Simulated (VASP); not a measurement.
Here is a VASP 6.6.1 calculation.

File INCAR:

```
SYSTEM = GaGe3
  PREC = Accurate
  ENCUT = 520
  EDIFF = 1E-6
  ISMEAR = -1
  SIGMA = 0.05
  LREAL = .False.
  LASPH = .True.
  NELM = 80
  ALGO = Normal
  ISIF = 2
  LWAVE = .False.
  LCHARG = .False.
  GGA = PS
  NBANDS = 36
```

The input KPOINTS:

```
Automatic mesh
0
Gamma
  7 7 7
  0 0 0
```

POSCAR

```
GaGe3
1.0
    0.0000000000      3.0639979617      3.0639979617
    3.0639979617      0.0000000000      3.0639979617
    3.0639979617      3.0639979617      0.0000000000
Ge Ga
3 1
Direct
    0.5000000000      0.5000000000      0.5000000000
    0.7500000000      0.7500000000      0.7500000000
    0.2500000000      0.2500000000      0.2500000000
    0.0000000000      0.0000000000      0.0000000000
```

Potentials or basis: VASP PAW PBE potentials, release 64 (Ge_d, Ga_d).

Run with:

```sh
$ cat potpaw_PBE.64/Ge_d/POTCAR potpaw_PBE.64/Ga_d/POTCAR > POTCAR
$ mpirun -np 1 vasp_std > vasp.out
```

Q: What does it give for the pressure?

A: 30.1 GPa.

Q: What does it give for the band gap on the k mesh?

A: Zero (an odd number of electrons rules out a gap without spin polarisation).

Caveat: the cell stands under pressure; the PAW data sets were made with another functional, which shifts forces and pressure a little.
